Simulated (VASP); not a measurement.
**Si16BH7: single point with LDA**

Si16BH7, a slab with vacuum:

```xyz
24
Lattice="7.6792 0.0000 0.0000 3.8396 6.6504 0.0000 0.0000 0.0000 18.4188" Properties=species:S:1:pos:R:3 pbc="T T T"
H     1.9198    1.1084    1.0000
H     5.7594    1.1084    1.0000
H     3.8396    4.4336    1.0000
H     7.6792    4.4336    1.0000
H     3.4813    3.5568    7.8177
H     4.5847    4.4913    8.9284
H     2.7069    5.2630    8.5664
Si    1.9198    1.1084    2.5000
Si    5.7594    1.1084    2.5000
Si    3.8396    4.4336    2.5000
Si    7.6792    4.4336    2.5000
Si   -0.0487    2.2451    3.2861
Si    3.8610    2.2085    3.2362
Si    1.8742    5.5646    3.2962
Si    5.7820    5.5286    3.2484
Si    0.6908    1.8411    7.2242
Si    4.5908    1.9448    5.4487
Si    2.6922    5.1982    5.6140
Si    6.3498    5.0765    5.4707
Si    0.7205   -0.5530    6.6888
Si    4.5290   -0.3928    5.5838
Si    2.6897    2.9824    6.4598
Si    6.8981    2.7092    5.5063
B     3.7515    4.8481    8.1205
```

```json
{
 "Program": "VASP 6.6.1",
 "Task": "single point",
 "Functional": "LDA",
 "Potentials or basis": "VASP PAW LDA potentials, release 64 (H, Si, B)",
 "Cutoff": "520 eV",
 "k mesh": "2 × 2 × 1",
 "Occupations": "fermi-dirac, width 0.05 eV",
 "Spin": "no spin polarisation"
}
```

```yaml
Largest_force: 1.040 eV/Å
Band_gap_on_the_k_mesh: 0.63 eV, indirect (least direct gap 0.78 eV)
```

Forces in eV/Å, atoms in the order of the input:
```
H   -0.070  0.052 -0.027
H    0.079 -0.216 -0.133
H   -0.095  0.060 -0.093
H    0.226  0.034 -0.142
H    0.004 -0.010  0.016
H    0.014 -0.007  0.002
H   -0.025  0.012  0.006
Si  -0.153  0.039  1.028
Si   0.089  0.199 -0.583
Si   0.108  0.010  0.541
Si  -0.187 -0.181 -0.615
Si   0.010  0.001  0.003
Si  -0.003  0.013  0.000
Si  -0.001 -0.001 -0.003
Si  -0.008 -0.003 -0.001
Si   0.004 -0.009 -0.002
Si  -0.016  0.000  0.018
Si   0.007 -0.003  0.008
Si  -0.004  0.016  0.007
Si  -0.004  0.004 -0.013
Si   0.004  0.000 -0.004
Si   0.013  0.011 -0.013
Si   0.003 -0.006  0.004
B    0.006 -0.013 -0.003
```

Levels at points of the mesh, in eV from the valence-band top:
```tsv
k point	band 34	band 35	band 36	band 37	band 38	band 39	band 40	band 41
(0.00, 0.00, 0.00)	-0.80	-0.71	-0.66	-0.42	0.63	0.83	1.22	1.26
(0.50, 0.00, 0.00)	-1.39	-1.15	-0.80	-0.46	0.65	1.32	1.44	1.61
(0.50, 0.50, 0.00)	-1.43	-1.37	-1.13	0.00	0.78	1.44	1.60	1.81
(0.00, 0.50, 0.00)	-1.50	-1.30	-1.22	-0.01	0.82	1.53	1.74	1.82
```

It took 6.4 min on 1 thread of AMD EPYC 7R13 Processor (Zen 3), on a shared host, peak memory 0.73 GiB.

Caveat: the k points lie up to 0.47 Å⁻¹ apart.
